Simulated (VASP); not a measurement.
InSb3: single point with PBE

InSb3:

```
CELL_PARAMETERS angstrom
0.00000 -4.81384 0.00000
0.00000 0.00000 -4.81384
9.32767 0.00000 0.00000
ATOMIC_POSITIONS crystal
In 0.00000 0.00000 0.38706
In 0.00000 0.00000 0.90314
Sb 0.00000 0.50000 0.12902
Sb 0.00000 0.50000 0.64510
Sb 0.50000 0.50000 0.38706
Sb 0.50000 0.50000 0.90314
Sb 0.50000 0.00000 0.12902
Sb 0.50000 0.00000 0.64510
```

This cell differs from its parent crystal: the distance across one plane changed.

| Quantity | Value |
| --- | --- |
| Program | VASP 6.6.1 |
| Task | single point |
| Functional | PBE |
| Potentials or basis | VASP PAW PBE potentials, release 64 (In_d, Sb) |
| Cutoff | 520 eV |
| k mesh | 10 × 10 × 5 |
| Occupations | gaussian, width 0.15 eV |
| Spin | no spin polarisation |

```yaml
Pressure: 2.0 GPa
Largest_force: 0.487 eV/Å
Band_gap_on_the_k_mesh: zero (bands 28 and 29 overlap by 2.46 eV)
```

Forces in eV/Å, atoms in the order of the input:
```
In   0.044  0.000  0.000
In  -0.487  0.000  0.000
Sb   0.444  0.000  0.000
Sb  -0.088  0.000  0.000
Sb   0.133  0.000  0.000
Sb  -0.401  0.000  0.000
Sb   0.444  0.000  0.000
Sb  -0.088  0.000  0.000
```

Stress tensor (GPa, compression positive):
```
1.84 0.00 0.00
0.00 2.05 0.00
0.00 0.00 2.05
```

Levels at points of the mesh, in eV from the Fermi level:
```csv
k point,band 25,band 26,band 27,band 28,band 29,band 30,band 31,band 32
"(0.00, 0.00, 0.00)",-2.09,-1.26,-0.95,0.41,0.41,0.53,1.80,1.80
"(0.50, 0.00, 0.00)",-1.74,-1.50,-1.13,-1.07,-1.04,-0.76,-0.43,1.02
"(0.50, 0.50, 0.00)",-1.43,-1.22,-0.92,-0.92,-0.07,1.24,3.03,3.29
```

It took 3.2 min on 1 thread of AMD EPYC 9R45 96-Core Processor (Zen 5), on a shared host, peak memory 0.53 GiB.

Caveat: the cell differs from its parent crystal (the distance across one plane changed); spin-orbit coupling is left out, which moves the levels of the heavy elements.
